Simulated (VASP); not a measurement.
# HfH2 (I4/mmm) in VASP: relaxation of shape and atoms at fixed volume with PBEsol

Aim: the relaxation of shape and atoms at fixed volume of HfH2 with PBEsol.

Program: VASP 6.6.1. These are calculated values, not measurements. Logs are shortened: lines on timing, memory, paths and dates and some standing lists are left out, and cuts for length are marked.

## (1) The cell of the first run

It takes space group I4/mmm (No. 139, tetragonal). The conventional cell has a = 3.405 Å, b = 3.405 Å, c = 4.124 Å, α = 90.00°, β = 90.00°, γ = 90.00°. Within 2.6 Å of Hf (site symmetry 4/mmm) lie 8 H at 1.99 Å. H (site symmetry -4m2) has 4 Hf at 1.99 Å and 6 H at 2.06 to 2.41 Å within 2.6 Å.

## (2) Relaxation of shape and atoms at fixed volume, PBEsol (7.97 Å³/atom)

Contents of INCAR:

```
PREC = Accurate ; ENCUT = 600
EDIFF = 1E-7 ; ISMEAR = 0
SIGMA = 0.1 ; LREAL = F
LASPH = T ; NELM = 80
ALGO = Normal ; ISIF = 4
LWAVE = F ; LCHARG = F
GGA = PS ; IBRION = 2
NSW = 50 ; EDIFFG = -0.01
```

Contents of KPOINTS:

```
Automatic mesh
0
Gamma
  16 16 16
```

Contents of POSCAR:

```
HfH2
1.0
   -1.7023251360      1.7023251360      2.0620700414
    1.7023251360     -1.7023251360      2.0620700414
    1.7023251360      1.7023251360     -2.0620700414
Hf H
1 2
Direct
    0.0000000000      0.0000000000      0.0000000000
    0.7500000000      0.2500000000      0.5000000000
    0.2500000000      0.7500000000      0.5000000000
```

Potentials or basis: VASP PAW PBE potentials, release 64 (Hf_pv, H).

Command:

```sh
> cat potpaw_PBE.64/Hf_pv/POTCAR potpaw_PBE.64/H/POTCAR > POTCAR
> mpirun -np 1 vasp_std > vasp.out
```

OUTCAR:

```text
PREC = Accurate
   ENCUT = 600
   EDIFF = 1E-7
   ISMEAR = 0
   LREAL = F
   LASPH = T
   NELM = 80
   ISIF = 4
   GGA = PS
   IBRION = 2
   NSW = 50
   EDIFFG = -0.01

 ion  position               nearest neighbor table
   1  0.000  0.000  0.000-   2 1.99   3 1.99   2 1.99   3 1.99   2 1.99   3 1.99   2 1.99   3 1.99

   2  0.750  0.250  0.500-   1 1.99   1 1.99   1 1.99   1 1.99
   3  0.250  0.750  0.500-   1 1.99   1 1.99   1 1.99   1 1.99

  LATTYP: Found a body centered tetragonal cell.
 ALAT       =     3.4046502720
 C/A-ratio  =     1.2113256145

  Lattice vectors:

 A1 = (  -1.7023251360,   1.7023251360,   2.0620700414)
 A2 = (   1.7023251360,  -1.7023251360,   2.0620700414)
 A3 = (   1.7023251360,   1.7023251360,  -2.0620700414)

Analysis of symmetry for initial positions (statically):
=====================================================================
 Subroutine PRICEL returns:
 Original cell was already a primitive cell.

 Routine SETGRP: Setting up the symmetry group for a
 body centered tetragonal supercell.

 Subroutine GETGRP returns: Found 16 space group operations
 (whereof 16 operations were pure point group operations)
 out of a pool of 16 trial point group operations.

The static configuration has the point symmetry D_4h.

Analysis of symmetry for dynamics (positions and initial velocities):
=====================================================================
 Subroutine PRICEL returns:
 Original cell was already a primitive cell.

 Routine SETGRP: Setting up the symmetry group for a
 body centered tetragonal supercell.

 Subroutine GETGRP returns: Found 16 space group operations
 (whereof 16 operations were pure point group operations)
 out of a pool of 16 trial point group operations.

The dynamic configuration has the point symmetry D_4h.

 Subroutine INISYM returns: Found 16 space group operations
 (whereof 16 operations are pure point group operations),
 and found     1 'primitive' translations

----------------------------------------------------------------------------------------

                                     Primitive cell

  volume of cell :      23.9028

  direct lattice vectors                    reciprocal lattice vectors
    -1.702325136  1.702325136  2.062070041     0.000000000  0.293715924  0.242474790
     1.702325136 -1.702325136  2.062070041     0.293715924  0.000000000  0.242474790
     1.702325136  1.702325136 -2.062070041     0.293715924  0.293715924  0.000000000

  length of vectors
     3.169850879  3.169850879  3.169850879     0.380871458  0.380871458  0.415377043

  position of ions in fractional coordinates (direct lattice)
     0.000000000  0.000000000  0.000000000
     0.750000000  0.250000000  0.500000000
     0.250000000  0.750000000  0.500000000

  ion indices of the primitive-cell ions
   primitive index   ion index
                 1           1
                 2           2
                 3           3

----------------------------------------------------------------------------------------

 KPOINTS: Automatic mesh

Automatic generation of k-mesh.
 Grid dimensions read from file:
 generate k-points for:   16   16   16

 Generating k-lattice:

  Cartesian coordinates                     Fractional coordinates (reciprocal lattice)
     0.000000000  0.018357245  0.015154674     0.062500000  0.000000000 -0.000000000
     0.018357245  0.000000000  0.015154674     0.000000000  0.062500000 -0.000000000
     0.018357245  0.018357245  0.000000000     0.000000000  0.000000000  0.062500000

  Length of vectors
     0.023804466  0.023804466  0.025961065

  Shift w.r.t. Gamma in fractional coordinates (k-lattice)
     0.000000000  0.000000000  0.000000000

 Subroutine IBZKPT returns following result:
 ===========================================

 Found    349 irreducible k-points:

 Following reciprocal coordinates:
            Coordinates               Weight
  0.000000  0.000000  0.000000      1.000000
  0.062500  0.000000 -0.000000      8.000000
  0.125000  0.000000 -0.000000      8.000000
  0.187500  0.000000 -0.000000      8.000000
  0.250000  0.000000 -0.000000      8.000000
  0.312500  0.000000 -0.000000      8.000000
[... 16 lines left out ...]
 -0.125000  0.062500  0.000000     16.000000
 -0.062500  0.062500  0.000000      4.000000
 [... further k-points ...]
   k-points           NKPTS =    349   k-points in BZ     NKDIM =    349   number of bands    NBANDS=     10
   number of dos      NEDOS =    301   number of ions     NIONS =      3
   total plane-waves  NPLWV =  21952
   dimension x,y,z NGX =    28 NGY =   28 NGZ =   28
   dimension x,y,z NGXF=    56 NGYF=   56 NGZF=   56
   ions per type =               1   2
   NGX,Y,Z   is equivalent  to a cutoff of  14.68, 14.68, 14.68 a.u.
   NGXF,Y,Z  is equivalent  to a cutoff of  29.37, 29.37, 29.37 a.u.
 SYSTEM =  unknown system
   PREC   = accura    normal or accurate (medium, high low for compatibility)
   ISTART =      0    job   : 0-new  1-cont  2-samecut
   ICHARG =      2    charge: 1-file 2-atom 10-const
   ISPIN  =      1    spin polarized calculation?
   LNONCOLLINEAR =      F non collinear calculations
   LSORBIT =      F    spin-orbit coupling
   LASPH  =      T    aspherical Exc in radial PAW
   ENCUT  =  600.0 eV  44.10 Ry    6.64 a.u.   6.33  6.33  6.33*2*pi/ulx,y,z
   NELM   =     80;   NELMIN=  2; NELMDL= -5     # of ELM steps
   EDIFF  = 0.1E-06   stopping-criterion for ELM
   LREAL  =      F    real-space projection
   EDIFFG = -.1E-01   stopping-criterion for IOM
   NSW    =     50    number of steps for IOM
   IBRION =      2    ionic relax: 0-MD 1-quasi-New 2-CG
   NFREE  =      1    steps in history (QN), initial steepest desc. (CG)
   ISIF   =      4    stress and relaxation
   ISYM   =      2    0-nonsym 1-usesym 2-fastsym
   POTIM  = 0.5000    time-step for ionic-motion
   TEBEG  =    0.0;   TEEND  =   0.0 temperature during run
   PSTRESS=    0.0 pullay stress
   NELECT =      12.0000    total number of electrons
   NUPDOWN=      -1.0000    fix difference up-down
   EMIN   =  10.00;   EMAX   =-10.00  energy-range for DOS
   EFERMI =   0.00;   METHOD = LEGACY
   ISMEAR =     0;   SIGMA  =   0.10  broadening in eV -4-tet -1-fermi 0-gaus
   EFERMI_NEDOS =   21; number of points for ismear=-14 and -15
   IALGO  =     38    algorithm
   IMIX   =      4    mixing-type and parameters
     AMIX     =   0.40;   BMIX     =  1.00
     AMIX_MAG =   1.60;   BMIX_MAG =  1.00
  volume/ion in A,a.u.               =       7.97        53.77
  Fermi-wavevector in a.u.,A,eV,Ry     =   1.301125  2.458770 23.033669  1.692927
  Thomas-Fermi vector in A             =   2.432279
   LORBIT       =      0    0 simple, 1 ext, 2 COOP (PROOUT), +10 PAW based schemes
   GGA     = PS    functional components
   LHFCALC =     F    Hartree Fock is set to
   AEXX    =    0.0000 exact exchange contribution
   IVDW    =     0    specifies the selected vdW correction
   LEPSILON=     F    determine dielectric tensor
   LRPA    =     F    only Hartree local field effects (RPA)
 conjugate gradient relaxation of ions
 non-spin polarized calculation
 Gauss-broadening in eV      SIGMA  =   0.10
  energy-cutoff  :      600.00
  volume of cell :       23.90
 maximum number of plane-waves:       815
 NGX is ok and might be reduce to    28
   NGX = 13   NGY = 13   NGZ = 13

--------------------------------------- Ionic step        1  -------------------------------------------

 number of electron      12.0000001 magnetization

 Free energy of the ion-electron system (eV)
  ---------------------------------------------------
  ext. energy  EPLUGINS =         0.00000000
  ---------------------------------------------------
  free energy    TOTEN  =       -18.74880917 eV

  energy without entropy =      -18.74621966  energy(sigma->0) =      -18.74751441

------------------------ aborting loop because EDIFF is reached ----------------------------------------

  FORCE on cell =-STRESS in cart. coord.  units (eV):
  Direction    XX          YY          ZZ          XY          YZ          ZX
  --------------------------------------------------------------------------------------
  -------------------------------------------------------------------------------------
  Total        1.5572105      1.5572105      1.4438030      0.0000000     -0.0000000      0.0000000
  in kB      104.3781202    104.3781202     96.7765382      0.0000000     -0.0000000      0.0000000
  external PRESSURE =     101.8442596 kB  Pullay stress =       0.0000000 kB
[... 59 lines left out ...]
  energy  without entropy=      -18.7463623918  energy(sigma->0) =      -18.74764860

--------------------------------------- Ionic step        3  -------------------------------------------

 number of electron      12.0000001 magnetization

 Free energy of the ion-electron system (eV)
  ---------------------------------------------------
  ext. energy  EPLUGINS =         0.00000000
  ---------------------------------------------------
  free energy    TOTEN  =       -18.74915859 eV

  energy without entropy =      -18.74664917  energy(sigma->0) =      -18.74790388

 E-fermi :   5.8828     XC(G=0): -11.9874

 val. band max:        5.8739586717   @ k =  -0.1250  -0.1250   0.0625
 cond. band min:       5.8888193633   @ k =  -0.1875  -0.1875   0.1250
 fundamental gap:      0.0148606915
 Fermi energy:         5.8828315049

 k-point     1 :       0.0000    0.0000    0.0000
  band No.  band energies     occupation
      1     -24.6922      2.00000
      2     -24.6922      2.00000
      3     -24.6202      2.00000
      4      -5.9157      2.00000
      5       4.8138      2.00000
      6       5.3746      2.00000
      7       5.3746      2.00000
      8       6.5001      0.00000
      9       7.6431      0.00000
     10       9.4159      0.00000
[... 287 lines left out ...]
 k-point    24 :      -0.0625    0.0625    0.0000
  band No.  band energies     occupation
      1     -24.7262      2.00000
      2     -24.6965      2.00000
      3     -24.6316      2.00000
      4      -5.7653      2.00000
      5       3.6797      2.00000
      6       5.5090      2.00000
      7       6.5602      0.00000
      8       6.6695      0.00000
      9       7.4989      0.00000
     10       9.2620      0.00000

 [... further k-points ...]

------------------------ aborting loop because EDIFF is reached ----------------------------------------

  FORCE on cell =-STRESS in cart. coord.  units (eV):
  Direction    XX          YY          ZZ          XY          YZ          ZX
  --------------------------------------------------------------------------------------
  -------------------------------------------------------------------------------------
  Total        1.5091982      1.5091982      1.4796660      0.0000000      0.0000000      0.0000000
  in kB      101.1599117    101.1599117     99.1803986      0.0000000      0.0000000      0.0000000
  external PRESSURE =     100.5000740 kB  Pullay stress =       0.0000000 kB
[... 18 lines left out ...]
  FREE ENERGIE OF THE ION-ELECTRON SYSTEM (eV)
  ---------------------------------------------------
  free  energy   TOTEN  =       -18.7491585898 eV

  energy  without entropy=      -18.7466491679  energy(sigma->0) =      -18.74790388

 reached required accuracy - stopping structural energy minimisation
```

It took 1.8 min on 1 thread of Intel Xeon Platinum 8488C (Sapphire Rapids), shared host; peak memory 0.25 GiB.

What came out:

* Free energy: -18.7492 eV
* Energy gained by relaxing: 0.1 meV/atom
* Ionic steps: 3
* Pressure after relaxing: 10.1 GPa
* Band gap on the k mesh: zero (bands 6 and 7 overlap by 1.25 eV)

Stress tensor (GPa, compression positive):
```
10.12  0.00  0.00
 0.00 10.12  0.00
 0.00  0.00  9.92
```

Step by step:
| step | energy change (eV) | largest force (eV/Å) | pressure (GPa) | volume (Å³) |
| --- | --- | --- | --- | --- |
| 1 | 0.0000 | 0.0000 | 10.18 | 23.90 |
| 2 | -0.0001 | 0.0000 | 10.15 | 23.90 |
| 3 | -0.0003 | 0.0000 | 10.05 | 23.90 |

Final structure:
```yaml
crystal:
  lattice:
    - [-1.70647, 1.70647, 2.05205]
    - [1.70647, -1.70647, 2.05205]
    - [1.70647, 1.70647, -2.05205]
  atoms:
    - { symbol: Hf, position: [0.00000, 0.00000, 0.00000] }
    - { symbol: H, position: [0.75000, 0.25000, 0.50000] }
    - { symbol: H, position: [0.25000, 0.75000, 0.50000] }
```

Caveat: the PAW data sets were made with another functional, which shifts forces and pressure a little; spin-orbit coupling is left out, which moves the levels of the heavy elements.
